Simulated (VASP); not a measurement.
# LaGa3 (I4/mmm) in VASP: single point with r2SCAN

Aim: the single point of LaGa3 with r2SCAN.

Everything below comes from runs of VASP 6.6.1. Logs are shortened: lines on timing, memory, paths and dates and some standing lists are left out, and cuts for length are marked.

### Step 1. The cell of the first run

Symmetry: I4/mmm, No. 139, tetragonal system. Conventional cell: a = 4.062 Å, b = 4.062 Å, c = 9.362 Å, α = 90.00°, β = 90.00°, γ = 90.00°. Within 3.8 Å of Ga (site symmetry 4/mmm) lie 4 La at 2.87 Å and 8 Ga at 3.10 Å. Ga (site symmetry -4m2) has 8 Ga at 2.87 to 3.10 Å and 4 La at 3.10 Å within 3.8 Å. Within 3.8 Å of La (site symmetry 4/mmm) lie 12 Ga at 2.87 to 3.10 Å.

### Step 2. Single point, r2SCAN

File POSCAR:

```
LaGa3
1.0
    0.0000000000      4.0615740000      0.0000000000
    4.0615740000      0.0000000000      0.0000000000
    2.0307870000      2.0307870000     -4.6812450000
Ga La
3 1
Direct
    0.5000000000      0.5000000000      0.0000000000
    0.7500000000      0.2500000000      0.5000000000
    0.2500000000      0.7500000000      0.5000000000
    0.0000000000      0.0000000000      0.0000000000
```

File INCAR.step1:

```
SYSTEM = LaGa3
PREC = Accurate ; ENCUT = 520
ISMEAR = -5 ; SIGMA = 0.1
LREAL = .FALSE. ; LASPH = .TRUE.
NELM = 80 ; NBANDS = 33
GGA = PE ; ALGO = Normal
EDIFF = 1E-4 ; LWAVE = .TRUE.
LCHARG = .FALSE.
```

File INCAR.step2:

```
SYSTEM = LaGa3
PREC = Accurate ; ENCUT = 520
EDIFF = 1E-6 ; ISMEAR = -5
SIGMA = 0.1 ; LREAL = .FALSE.
LASPH = .TRUE. ; NELM = 80
ALGO = Normal ; ISIF = 2
LWAVE = .FALSE. ; LCHARG = .TRUE.
METAGGA = R2SCAN ; LMIXTAU = .TRUE.
LELF = .TRUE. ; LVHAR = .TRUE.
NBANDS = 33 ; ISTART = 1
```

File KPOINTS:

```
regular mesh
0
G
  7 7 7
  0 0 0
```

Potentials or basis: VASP PAW PBE potentials, release 64 (Ga_d, La).

Run with:

```bash
$ cat potpaw_PBE.64/Ga_d/POTCAR potpaw_PBE.64/La/POTCAR > POTCAR
$ cp INCAR.step1 INCAR
$ mpirun -np 1 vasp_std > vasp.out
$ cp INCAR.step2 INCAR
$ mpirun -np 1 vasp_std > vasp.out
```

OUTCAR:

```text
SYSTEM = LaGa3
   PREC = Accurate
   ENCUT = 520
   EDIFF = 1E-6
   ISMEAR = -5
   LREAL = .FALSE.
   LASPH = .TRUE.
   NELM = 80
   ISIF = 2
   METAGGA = R2SCAN
   ISTART = 1

 ion  position               nearest neighbor table
   1  0.500  0.500  0.000-   4 2.87   4 2.87   4 2.87   4 2.87
   2  0.750  0.250  0.500-   3 2.87   3 2.87   3 2.87   3 2.87   4 3.10   4 3.10   4 3.10   4 3.10

   3  0.250  0.750  0.500-   2 2.87   2 2.87   2 2.87   2 2.87   4 3.10   4 3.10   4 3.10   4 3.10

   4  0.000  0.000  0.000-   1 2.87   1 2.87   1 2.87   1 2.87   3 3.10   2 3.10   3 3.10   3 3.10
                             2 3.10   2 3.10   3 3.10   2 3.10

  LATTYP: Found a body centered tetragonal cell.
 ALAT       =     4.0615740000
 C/A-ratio  =     2.3051383528

  Lattice vectors:

 A1 = (  -2.0307870000,   2.0307870000,   4.6812450000)
 A2 = (   2.0307870000,  -2.0307870000,   4.6812450000)
 A3 = (   2.0307870000,   2.0307870000,  -4.6812450000)

Analysis of symmetry for initial positions (statically):
=====================================================================
 Subroutine PRICEL returns:
 Original cell was already a primitive cell.

 Routine SETGRP: Setting up the symmetry group for a
 body centered tetragonal supercell.

 Subroutine GETGRP returns: Found 16 space group operations
 (whereof 16 operations were pure point group operations)
 out of a pool of 16 trial point group operations.

The static configuration has the point symmetry D_4h.

Analysis of symmetry for dynamics (positions and initial velocities):
=====================================================================
 Subroutine PRICEL returns:
 Original cell was already a primitive cell.

 Routine SETGRP: Setting up the symmetry group for a
 body centered tetragonal supercell.

 Subroutine GETGRP returns: Found 16 space group operations
 (whereof 16 operations were pure point group operations)
 out of a pool of 16 trial point group operations.

The dynamic configuration has the point symmetry D_4h.

 Subroutine INISYM returns: Found 16 space group operations
 (whereof 16 operations are pure point group operations),
 and found     1 'primitive' translations

----------------------------------------------------------------------------------------

                                     Primitive cell

  volume of cell :      77.2236

  direct lattice vectors                    reciprocal lattice vectors
     0.000000000  4.061574000  0.000000000     0.000000000  0.246209967  0.106809193
     4.061574000  0.000000000  0.000000000     0.246209967  0.000000000  0.106809193
     2.030787000  2.030787000 -4.681245000     0.000000000  0.000000000 -0.213618386

  length of vectors
     4.061574000  4.061574000  5.492016609     0.268379492  0.268379492  0.213618386

  position of ions in fractional coordinates (direct lattice)
     0.500000000  0.500000000  0.000000000
     0.750000000  0.250000000  0.500000000
     0.250000000  0.750000000  0.500000000
     0.000000000  0.000000000  0.000000000

  ion indices of the primitive-cell ions
   primitive index   ion index
                 1           1
                 2           2
                 3           3
                 4           4

----------------------------------------------------------------------------------------

 KPOINTS: regular mesh

Automatic generation of k-mesh.
 Grid dimensions read from file:
 generate k-points for:    7    7    7

 Generating k-lattice:

  Cartesian coordinates                     Fractional coordinates (reciprocal lattice)
     0.000000000  0.035172852  0.015258456     0.142857143  0.000000000  0.000000000
     0.035172852  0.000000000  0.015258456     0.000000000  0.142857143  0.000000000
     0.000000000  0.000000000 -0.030516912     0.000000000  0.000000000  0.142857143

  Length of vectors
     0.038339927  0.038339927  0.030516912

  Shift w.r.t. Gamma in fractional coordinates (k-lattice)
     0.000000000  0.000000000  0.000000000

 TETIRR: Found    912 inequivalent tetrahedra from     2058

 Subroutine IBZKPT returns following result:
 ===========================================

 Found     40 irreducible k-points:

 Following reciprocal coordinates:
            Coordinates               Weight
  0.000000  0.000000  0.000000      1.000000
  0.142857  0.000000  0.000000      8.000000
  0.285714  0.000000 -0.000000      8.000000
  0.428571  0.000000 -0.000000      8.000000
  0.142857  0.142857  0.000000      8.000000
  0.285714  0.142857  0.000000     16.000000
[... 16 lines left out ...]
  0.285714  0.285714  0.142857      8.000000
  0.428571  0.285714  0.142857     16.000000
 [... further k-points ...]
   k-points           NKPTS =     40   k-points in BZ     NKDIM =     40   number of bands    NBANDS=     33
   number of dos      NEDOS =    301   number of ions     NIONS =      4
   total plane-waves  NPLWV =  37800
   dimension x,y,z NGX =    30 NGY =   30 NGZ =   42
   dimension x,y,z NGXF=    60 NGYF=   60 NGZF=   84
   ions per type =               3   1
   NGX,Y,Z   is equivalent  to a cutoff of  12.28, 12.28, 12.71 a.u.
   NGXF,Y,Z  is equivalent  to a cutoff of  24.56, 24.56, 25.43 a.u.
 SYSTEM =  LaGa3
   PREC   = accura    normal or accurate (medium, high low for compatibility)
   ISTART =      1    job   : 0-new  1-cont  2-samecut
   ICHARG =      0    charge: 1-file 2-atom 10-const
   ISPIN  =      1    spin polarized calculation?
   LNONCOLLINEAR =      F non collinear calculations
   LSORBIT =      F    spin-orbit coupling
   LASPH  =      T    aspherical Exc in radial PAW
   ENCUT  =  520.0 eV  38.22 Ry    6.18 a.u.   7.55  7.55 10.21*2*pi/ulx,y,z
   NELM   =     80;   NELMIN=  2; NELMDL=  0     # of ELM steps
   EDIFF  = 0.1E-05   stopping-criterion for ELM
   LREAL  =      F    real-space projection
   EDIFFG = 0.1E-04   stopping-criterion for IOM
   NSW    =      0    number of steps for IOM
   IBRION =     -1    ionic relax: 0-MD 1-quasi-New 2-CG
   NFREE  =      0    steps in history (QN), initial steepest desc. (CG)
   ISIF   =      2    stress and relaxation
   ISYM   =      2    0-nonsym 1-usesym 2-fastsym
   POTIM  = 0.5000    time-step for ionic-motion
   TEBEG  =    0.0;   TEEND  =   0.0 temperature during run
   PSTRESS=    0.0 pullay stress
   NELECT =      50.0000    total number of electrons
   NUPDOWN=      -1.0000    fix difference up-down
   EMIN   =  10.00;   EMAX   =-10.00  energy-range for DOS
   EFERMI =   0.00;   METHOD = LEGACY
   ISMEAR =    -5;   SIGMA  =   0.10  broadening in eV -4-tet -1-fermi 0-gaus
   EFERMI_NEDOS =   21; number of points for ismear=-14 and -15
   IALGO  =     38    algorithm
   IMIX   =      4    mixing-type and parameters
     AMIX     =   0.40;   BMIX     =  1.00
     AMIX_MAG =   1.60;   BMIX_MAG =  1.00
  volume/ion in A,a.u.               =      19.31       130.28
  Fermi-wavevector in a.u.,A,eV,Ry     =   1.416277  2.676375 27.291108  2.005840
  Thomas-Fermi vector in A             =   2.537628
   LORBIT       =      0    0 simple, 1 ext, 2 COOP (PROOUT), +10 PAW based schemes
   METAGGA = R2SCAN    functional components
   LHFCALC =     F    Hartree Fock is set to
   AEXX    =    0.0000 exact exchange contribution
   IVDW    =     0    specifies the selected vdW correction
   LEPSILON=     F    determine dielectric tensor
   LRPA    =     F    only Hartree local field effects (RPA)
 non-spin polarized calculation
 Fermi weights with tetrahedron method with Bloechl corrections
  energy-cutoff  :      520.00
  volume of cell :       77.22
 maximum number of plane-waves:      2105
 NGX is ok and might be reduce to    30
   NGX = 15   NGY = 15   NGZ = 21

 number of electron      50.0000002 magnetization

 Free energy of the ion-electron system (eV)
  ---------------------------------------------------
  ext. energy  EPLUGINS =         0.00000000
  ---------------------------------------------------
  free energy    TOTEN  =       -64.79171376 eV

  energy without entropy =      -64.79171376  energy(sigma->0) =      -64.79171376

 E-fermi :   7.6783     XC(G=0): -12.4293

 val. band max:        7.7252253494   @ k =  -0.1429  -0.2857   0.2857
 cond. band min:       7.5887827148   @ k =   0.0000   0.0000   0.1429
 fundamental gap:     -0.1364426346
 Fermi energy:         7.6783483696

 k-point     1 :       0.0000    0.0000    0.0000
  band No.  band energies     occupation
      1     -25.0267      2.00000
      2      -8.7774      2.00000
      3      -8.4985      2.00000
      4      -8.4984      2.00000
      5      -7.5137      2.00000
      6      -7.3774      2.00000
[... 25 lines left out ...]
     32      11.4804      0.00000
     33      11.5293      0.00000

 k-point     2 :       0.1429    0.0000    0.0000
  band No.  band energies     occupation
      1     -25.0185      2.00000
      2      -8.7859      2.00000
      3      -8.6509      2.00000
      4      -8.5380      2.00000
      5      -7.4894      2.00000
      6      -7.3625      2.00000
[... 25 lines left out ...]
     32      11.4483      0.00000
     33      11.5877      0.00000

 k-point     3 :       0.2857    0.0000   -0.0000
  band No.  band energies     occupation
      1     -24.9999      2.00000
      2      -8.9670      2.00000
      3      -8.7995      2.00000
      4      -8.6164      2.00000
      5      -7.4275      2.00000
      6      -7.3558      2.00000
[... 25 lines left out ...]
     32      11.4065      0.00000
     33      11.6335      0.00000

 k-point     4 :       0.4286    0.0000   -0.0000
  band No.  band energies     occupation
      1     -24.9849      2.00000
      2      -9.1927      2.00000
      3      -8.8131      2.00000
      4      -8.6714      2.00000
      5      -7.3446      2.00000
      6      -7.3208      2.00000
[... 673 lines left out ...]
     32      11.4164      0.00000
     33      11.6093      0.00000

 k-point    23 :       0.2857    0.2857    0.1429
  band No.  band energies     occupation
      1     -24.9768      2.00000
      2      -9.0019      2.00000
      3      -8.7701      2.00000
      4      -8.7629      2.00000
      5      -7.4297      2.00000
      6      -7.3487      2.00000
[... 25 lines left out ...]
     32      11.4237      0.00000
     33      11.4894      0.00000

 k-point    24 :       0.4286    0.2857    0.1429
  band No.  band energies     occupation
      1     -24.9636      2.00000
      2      -9.0519      2.00000
      3      -8.8291      2.00000
      4      -8.7643      2.00000
      5      -7.3986      2.00000
      6      -7.3474      2.00000
[... 25 lines left out ...]
     32      11.4948      0.00000
     33      11.5452      0.00000

 [... further k-points ...]

------------------------ aborting loop because EDIFF is reached ----------------------------------------

  FORCE on cell =-STRESS in cart. coord.  units (eV):
  Direction    XX          YY          ZZ          XY          YZ          ZX
  --------------------------------------------------------------------------------------
  -------------------------------------------------------------------------------------
  Total        8.5783750      8.5783750      2.9690830      0.0000000     -0.0000000      0.0000000
  in kB      177.9776621    177.9776621     61.6002969      0.0000000     -0.0000000      0.0000000
  external PRESSURE =     139.1852071 kB  Pullay stress =       0.0000000 kB

 VOLUME and BASIS-vectors are now :
 -----------------------------------------------------------------------------
  energy-cutoff  :      520.00
  volume of cell :       77.22
      direct lattice vectors                 reciprocal lattice vectors
     0.000000000  4.061574000  0.000000000     0.000000000  0.246209967  0.106809193
     4.061574000  0.000000000  0.000000000     0.246209967  0.000000000  0.106809193
     2.030787000  2.030787000 -4.681245000     0.000000000  0.000000000 -0.213618386

 POSITION                                       TOTAL-FORCE (eV/Angst)
 -----------------------------------------------------------------------------------
      2.03079      2.03079      0.00000         0.000000     -0.000000      0.000000
      2.03079      4.06157     -2.34062        -0.000000     -0.000000      0.000000
      4.06157      2.03079     -2.34062         0.000000      0.000000      0.000000
      0.00000      0.00000      0.00000         0.000000     -0.000000      0.000000
 -----------------------------------------------------------------------------------
    total drift:                               -0.000000      0.000000      0.000000

  FREE ENERGIE OF THE ION-ELECTRON SYSTEM (eV)
  ---------------------------------------------------
  free  energy   TOTEN  =       -64.7917137576 eV

  energy  without entropy=      -64.7917137576  energy(sigma->0) =      -64.79171376
```

It took 5.2 min on 1 thread of Intel Xeon Platinum 8488C (Sapphire Rapids), shared host; peak memory 0.27 GiB.

Results:

- Free energy: -64.7917 eV
- Pressure: 13.9 GPa
- Band gap on the k mesh: zero (bands 25 and 26 overlap by 2.50 eV)

Levels at points of the mesh, in eV from the Fermi level:
```csv
k point,band 21,band 22,band 23,band 24,band 25,band 26,band 27,band 28,band 29,band 30
"(0.00, 0.00, 0.00)",-4.37,-1.79,-1.21,-1.21,-1.13,-1.06,1.94,1.94,3.75,3.75
```

Caveat: the cell stands under pressure; the PAW data sets were made with another functional, which shifts forces and pressure a little; spin-orbit coupling is left out, which moves the levels of the heavy elements; tetrahedron occupations give inexact forces and stress in metals.
